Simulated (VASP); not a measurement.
Set up this calculation in VASP 6.6.1, as the native input.

| Quantity | Value |
| --- | --- |
| Task | single point |
| Functional | r2SCAN |
| Potentials or basis | VASP PAW PBE potentials, release 64 (Al, Fe) |
| Cutoff | 520 eV |
| k mesh | 9 × 9 × 9 |
| Occupations | fermi-dirac, width 0.1 eV |
| Spin | no spin polarisation |
| Dipole correction | no |
| Further INCAR settings | ALGO = Normal; EDIFF = 1e-06; NBANDS = 22 |

AlFe3:

```xyz
4
Lattice="0.0000 4.0977 0.0000 4.0977 0.0000 0.0000 2.0488 2.0488 -3.9700" Properties=species:S:1:pos:R:3 pbc="T T T"
Al    0.0000    0.0000    0.0000
Fe    2.0488    2.0488    0.0000
Fe    4.0977    2.0488   -1.9850
Fe    2.0488    4.0977   -1.9850
```

The input as run:

POSCAR

```
AlFe3
1.0
    0.0000000000      4.0976520000      0.0000000000
    4.0976520000      0.0000000000      0.0000000000
    2.0488260000      2.0488260000     -3.9700350000
Al Fe
1 3
Direct
    0.0000000000      0.0000000000      0.0000000000
    0.5000000000      0.5000000000      0.0000000000
    0.2500000000      0.7500000000      0.5000000000
    0.7500000000      0.2500000000      0.5000000000
```

INCAR.step1

```
SYSTEM = AlFe3
ALGO = Normal
EDIFF = 1E-4
ENCUT = 520
GGA = PE
ISMEAR = -1
LASPH = .TRUE.
LCHARG = .FALSE.
LREAL = .FALSE.
LWAVE = .TRUE.
NBANDS = 22
NELM = 100
PREC = Accurate
SIGMA = 0.1
```

INCAR.step2

```
SYSTEM = AlFe3
ALGO = Normal
EDIFF = 1E-6
ENCUT = 520
ISIF = 2
ISMEAR = -1
ISTART = 1
LASPH = .TRUE.
LCHARG = .TRUE.
LELF = .TRUE.
LMIXTAU = .TRUE.
LREAL = .FALSE.
LVHAR = .TRUE.
LWAVE = .FALSE.
METAGGA = R2SCAN
NBANDS = 22
NELM = 100
PREC = Accurate
SIGMA = 0.1
```

KPOINTS

```
k-points
0
G
  9 9 9
  0 0 0
```

Potentials or basis: VASP PAW PBE potentials, release 64 (Al, Fe).

Launch:

```console
$ cat potpaw_PBE.64/Al/POTCAR potpaw_PBE.64/Fe/POTCAR > POTCAR
$ cp INCAR.step1 INCAR
$ mpirun -np 1 vasp_std > vasp.out
$ cp INCAR.step2 INCAR
$ mpirun -np 1 vasp_std > vasp.out
```

Results of the run:

```yaml
Pressure: -39.3 GPa
```

Caveat: the PAW data sets were made with another functional, which shifts forces and pressure a little.

Wall time 3.5 min on 1 thread of Intel(R) Xeon(R) 6975P-C (Granite Rapids), on a shared host, peak memory 0.25 GiB.
